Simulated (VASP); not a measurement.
# Cu in VASP: notebook, part 2 of 2

VASP 6.6.1. Earlier steps stand in the parts before.

## (5) Single point, PBEsol

Input file INCAR:

```
SYSTEM = Cu
ALGO     = Normal         ! electronic algorithm
EDIFF    = 1E-7           ! SCF threshold, eV
ENCUT    = 520            ! plane-wave cutoff, eV
GGA      = PS             ! functional
ISIF     = 2              ! what is computed and relaxed
ISMEAR   = 1              ! smearing method
LASPH    = .TRUE.         ! aspherical terms in the spheres
LCHARG   = .FALSE.        ! write CHGCAR
LREAL    = .FALSE.        ! projectors in reciprocal space
LWAVE    = .FALSE.        ! write WAVECAR
NBANDS   = 30             ! bands
NELM     = 100            ! most SCF steps
PREC     = Accurate       ! precision mode
SIGMA    = 0.1            ! smearing width, eV
```

Input file KPOINTS:

```
k-points
0
G
  11 11 3
  0 0 0
```

Input file POSCAR:

```
Cu
1.0
    2.5307640000      0.0000000000      0.0000000000
   -1.2653820000      2.1917060000      0.0000000000
    0.0000000000      0.0000000000      8.2618150000
Cu
4
Direct
    0.0000000000      0.0000000000      0.0000000000
    0.3333333333      0.6666666667      0.2500000000
    0.0039513759      0.0000000000      0.5000000000
    0.6666666667      0.3333333333      0.7500000000
```

Potentials or basis: VASP PAW PBE potentials, release 64 (Cu).

Command:

```
$ cat potpaw_PBE.64/Cu/POTCAR > POTCAR
$ mpirun -np 1 vasp_std > vasp.out
```

OUTCAR:

```text
SYSTEM = Cu
   EDIFF = 1E-7
   ENCUT = 520
   GGA = PS
   ISIF = 2
   ISMEAR = 1
   LASPH = .TRUE.
   LREAL = .FALSE.
   NELM = 100
   PREC = Accurate

 ion  position               nearest neighbor table
   1  0.000  0.000  0.000-   2 2.53   4 2.53   4 2.53   2 2.53   4 2.53   2 2.53
   2  0.333  0.667  0.250-   3 2.53   1 2.53   1 2.53   1 2.53   3 2.53   3 2.54
   3  0.004  0.000  0.500-   2 2.53   4 2.53   4 2.53   2 2.53   4 2.54   2 2.54
   4  0.667  0.333  0.750-   3 2.53   1 2.53   1 2.53   1 2.53   3 2.53   3 2.54

  LATTYP: Found a hexagonal cell.
 ALAT       =     2.5307640000
 C/A-ratio  =     3.2645537079

  Lattice vectors:

 A1 = (   2.5307640000,   0.0000000000,   0.0000000000)
 A2 = (  -1.2653820000,   2.1917060000,   0.0000000000)
 A3 = (   0.0000000000,   0.0000000000,   8.2618150000)

Analysis of symmetry for initial positions (statically):
=====================================================================
 Subroutine PRICEL returns:
 Original cell was already a primitive cell.

 Routine SETGRP: Setting up the symmetry group for a
 hexagonal supercell.

 Subroutine GETGRP returns: Found  2 space group operations
 (whereof  2 operations were pure point group operations)
 out of a pool of 24 trial point group operations.

The static configuration has the point symmetry C_2 .

Analysis of symmetry for dynamics (positions and initial velocities):
=====================================================================
 Subroutine PRICEL returns:
 Original cell was already a primitive cell.

 Routine SETGRP: Setting up the symmetry group for a
 hexagonal supercell.

 Subroutine GETGRP returns: Found  2 space group operations
 (whereof  2 operations were pure point group operations)
 out of a pool of 24 trial point group operations.

The dynamic configuration has the point symmetry C_2 .

[... 113 lines left out ...]
   NELECT =      44.0000    total number of electrons
   NUPDOWN=      -1.0000    fix difference up-down
   EMIN   =  10.00;   EMAX   =-10.00  energy-range for DOS
   EFERMI =   0.00;   METHOD = LEGACY
   ISMEAR =     1;   SIGMA  =   0.10  broadening in eV -4-tet -1-fermi 0-gaus
   EFERMI_NEDOS =   21; number of points for ismear=-14 and -15
   IALGO  =     38    algorithm
   IMIX   =      4    mixing-type and parameters
     AMIX     =   0.40;   BMIX     =  1.00
     AMIX_MAG =   1.60;   BMIX_MAG =  1.00
  volume/ion in A,a.u.               =      11.46        77.31
  Fermi-wavevector in a.u.,A,eV,Ry     =   1.615062  3.052025 35.489789  2.608426
  Thomas-Fermi vector in A             =   2.709870
   LORBIT       =      0    0 simple, 1 ext, 2 COOP (PROOUT), +10 PAW based schemes
   GGA     = PS    functional components
   LHFCALC =     F    Hartree Fock is set to
   AEXX    =    0.0000 exact exchange contribution
   IVDW    =     0    specifies the selected vdW correction
   LEPSILON=     F    determine dielectric tensor
   LRPA    =     F    only Hartree local field effects (RPA)
 non-spin polarized calculation
 Methfessel and Paxton  Order N= 1 SIGMA  =   0.10
  energy-cutoff  :      520.00
  volume of cell :       45.83
 maximum number of plane-waves:      1255
   NGX =  9   NGY =  9   NGZ = 31

 number of electron      43.9999986 magnetization

 Free energy of the ion-electron system (eV)
  ---------------------------------------------------
  ext. energy  EPLUGINS =         0.00000000
  ---------------------------------------------------
  free energy    TOTEN  =       -17.21275499 eV

  energy without entropy =      -17.21291465  energy(sigma->0) =      -17.21280821

 E-fermi :   7.8548     XC(G=0): -13.0877

 val. band max:        7.8395690278   @ k =  -0.1818   0.4545   0.0000
 cond. band min:       7.8972573935   @ k =  -0.1818   0.4545   0.0000
 fundamental gap:      0.0576883657
 Fermi energy:         7.8548300398

 k-point     1 :       0.0000    0.0000    0.0000
  band No.  band energies     occupation
      1      -1.8425      2.00000
      2       0.3224      2.00000
      3       0.3250      2.00000
      4       2.5058      2.00000
      5       4.3826      2.00000
      6       4.3882      2.00000
[... 781 lines left out ...]
     29      18.1392      0.00000
     30      18.3462      0.00000

 [... further k-points ...]
[... 5 lines left out ...]
  --------------------------------------------------------------------------------------
  -------------------------------------------------------------------------------------
  Total       -0.6031465     -0.6030144     -0.1343552      0.0000000      0.0004804      0.0000000
  in kB      -21.0874460    -21.0828261     -4.6973808      0.0000000      0.0167954      0.0000000
  external PRESSURE =     -15.6225510 kB  Pullay stress =       0.0000000 kB

 VOLUME and BASIS-vectors are now :
 -----------------------------------------------------------------------------
  energy-cutoff  :      520.00
  volume of cell :       45.83
      direct lattice vectors                 reciprocal lattice vectors
     2.530764000  0.000000000  0.000000000     0.395137595  0.228132788  0.000000000
    -1.265382000  2.191706000  0.000000000     0.000000000  0.456265576  0.000000000
     0.000000000  0.000000000  8.261815000     0.000000000  0.000000000  0.121038779

 POSITION                                       TOTAL-FORCE (eV/Angst)
 -----------------------------------------------------------------------------------
      0.00000      0.00000      0.00000        -0.000730      0.000000      0.000000
     -0.00000      1.46114      2.06545         0.008508     -0.000112     -0.000207
      0.01000      0.00000      4.13091        -0.016286      0.000000      0.000000
      1.26538      0.73057      6.19636         0.008508      0.000112      0.000207
 -----------------------------------------------------------------------------------
    total drift:                               -0.000506      0.000001      0.000000

  FREE ENERGIE OF THE ION-ELECTRON SYSTEM (eV)
  ---------------------------------------------------
  free  energy   TOTEN  =       -17.2127549937 eV

  energy  without entropy=      -17.2129146517  energy(sigma->0) =      -17.21280821
```

It took 57 s on 1 thread of Intel Xeon 6975P-C (Granite Rapids), shared host; peak memory 0.23 GiB.

What came out:

```yaml
Free_energy: -17.2128 eV
Pressure: -1.6 GPa
Largest_force: 0.016 eV/Å
Band_gap_on_the_k_mesh: zero (band 22 reaches 10.44 eV, above the bottom of band 23 at 6.01 eV)
```

Forces on the atoms (eV/Å):
```
Cu  -0.001  0.000  0.000
Cu   0.009  0.000  0.000
Cu  -0.016  0.000  0.000
Cu   0.009  0.000  0.000
```

Stress tensor (GPa, compression positive):
```
-2.11  0.00  0.00
 0.00 -2.11  0.00
 0.00  0.00 -0.47
```

Caveat: the PAW data sets were made with another functional, which shifts forces and pressure a little.

## (6) Single point, PBEsol

Input file INCAR:

```
PREC = Accurate
ENCUT = 520
EDIFF = 1E-6
ISMEAR = 1
SIGMA = 0.1
LREAL = False
LASPH = True
NELM = 80
ALGO = Normal
ISIF = 2
LWAVE = False
LCHARG = False
GGA = PS
NBANDS = 30
```

Input file KPOINTS:

```
regular mesh
0
Gamma
  11 11 3
```

Edit POSCAR of step 5 so:

```diff
@@ -10,3 +10,3 @@
     0.3333333333      0.6666666667      0.2500000000
-    0.0039513759      0.0000000000      0.5000000000
+    0.0079027519      0.0000000000      0.5000000000
     0.6666666667      0.3333333333      0.7500000000
```

Potentials or basis: VASP PAW PBE potentials, release 64 (Cu).

Command:

```
$ cat potpaw_PBE.64/Cu/POTCAR > POTCAR
$ mpirun -np 1 vasp_std > vasp.out
```

It took 54 s on 1 thread of Intel Xeon 6975P-C (Granite Rapids), shared host; peak memory 0.23 GiB.

Results (log left out):

```
Free energy            : -17.2125 eV
Pressure               : -1.4 GPa
Largest force          : 0.032 eV/Å
Band gap on the k mesh : zero (band 22 reaches 10.44 eV, above the bottom of band 23 at 6.01 eV)
```

Forces on the atoms (eV/Å):
```
Cu  -0.002  0.000  0.000
Cu   0.017  0.000 -0.001
Cu  -0.032  0.000  0.000
Cu   0.017  0.000  0.001
```

Stress tensor (GPa, compression positive):
```
-1.93  0.00  0.00
 0.00 -1.93  0.01
 0.00  0.01 -0.29
```

Levels at points of the mesh, in eV from the Fermi level:
| k point | band 20 | band 21 | band 22 | band 23 | band 24 | band 25 |
| --- | --- | --- | --- | --- | --- | --- |
| (0.00, 0.00, 0.00) | -2.08 | -2.08 | -1.78 | -1.78 | -1.20 | 3.82 |

Caveat: the PAW data sets were made with another functional, which shifts forces and pressure a little.
